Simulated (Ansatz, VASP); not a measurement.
# Si2W in VASP and in Ansatz

Contents of INCAR:

```
PREC = Accurate
ENCUT = 520
EDIFF = 1E-6
ISMEAR = 0
SIGMA = 0.03
LREAL = F
LASPH = T
NELM = 80
ALGO = Normal
ISIF = 2
LWAVE = F
LCHARG = F
GGA = PE
NBANDS = 43
```

File KPOINTS:

```
regular mesh
0
Gamma
  9 9 6
```

The input POSCAR:

```
Si2W
1.0
    4.7172346901      0.0000000000      0.0000000000
   -2.3586173451      4.0852450772      0.0000000000
    0.0000000000      0.0000000000      6.3602475327
Si W
6 3
Direct
    0.8300872726      0.6601745453      0.5000000000
    0.1699127274      0.8300872726      0.8333333333
    0.6601745453      0.8300872726      0.1666666667
    0.1699127274      0.3398254547      0.5000000000
    0.8300872726      0.1699127274      0.8333333333
    0.3398254547      0.1699127274      0.1666666667
    0.0000000000      0.5000000000      0.1666666667
    0.5000000000      0.5000000000      0.8333333333
    0.5000000000      0.0000000000      0.5000000000
```

Input for Ansatz:

```yaml
crystal:
  lattice:
    - [4.7172346901, 0.0, 0.0]
    - [-2.3586173451, 4.0852450772, 0.0]
    - [0.0, 0.0, 6.3602475327]
  atoms:
    - { symbol: Si, position: [0.8300872726, 0.6601745453, 0.5] }
    - { symbol: Si, position: [0.1699127274, 0.8300872726, 0.8333333333] }
    - { symbol: Si, position: [0.6601745453, 0.8300872726, 0.1666666667] }
    - { symbol: Si, position: [0.1699127274, 0.3398254547, 0.5] }
    - { symbol: Si, position: [0.8300872726, 0.1699127274, 0.8333333333] }
    - { symbol: Si, position: [0.3398254547, 0.1699127274, 0.1666666667] }
    - { symbol: W, position: [0.0, 0.5, 0.1666666667] }
    - { symbol: W, position: [0.5, 0.5, 0.8333333333] }
    - { symbol: W, position: [0.5, 0.0, 0.5] }
basis:
  ecutwfc: 420
kpoints:
  mp_grid: { grid: [9, 9, 6] }
hamiltonian:
  xc: pbe
  pseudopotentials: { kind: paw, azcp: { folder: soft_1 } }
scf:
  occupations: { method: gaussian, width: 0.03 }
output:
  forces: true
  stress: true
  eigenvalues: true
```

Alike in both runs: task single point; functional PBE; k mesh 9 × 9 × 6; occupations gaussian, width 0.03 eV; no spin polarisation.

|  | VASP | Ansatz |
| --- | --- | --- |
| version | VASP 6.6.1 | Ansatz 0.2.0 |
| potentials or method | VASP PAW PBE potentials, release 64 (Si, W_sv), cutoff 520 eV | scalar-relativistic, plane waves, PAW |
| valence electrons in the cell | 66 | 66 |

|  | VASP | Ansatz | Ansatz less VASP |
| --- | --- | --- | --- |
| gap on the k mesh at the Fermi level (eV) | 0.16 | 0.16 | 0.000 |
| least direct gap on the mesh (eV) | 0.45 | 0.45 | 0.000 |
| pressure (GPa) | 3.0 | 2.9 | -0.02 |
| traceless stress, the component that is largest in VASP (GPa) | 12.69 | 12.69 | -0.002 |
| rms of the force components (eV/Å) | 0.394 | 0.393 | -0.0018 |

Atom by atom the forces differ by 0.002 eV/Å (rms over components).

Spin-orbit coupling is off throughout.
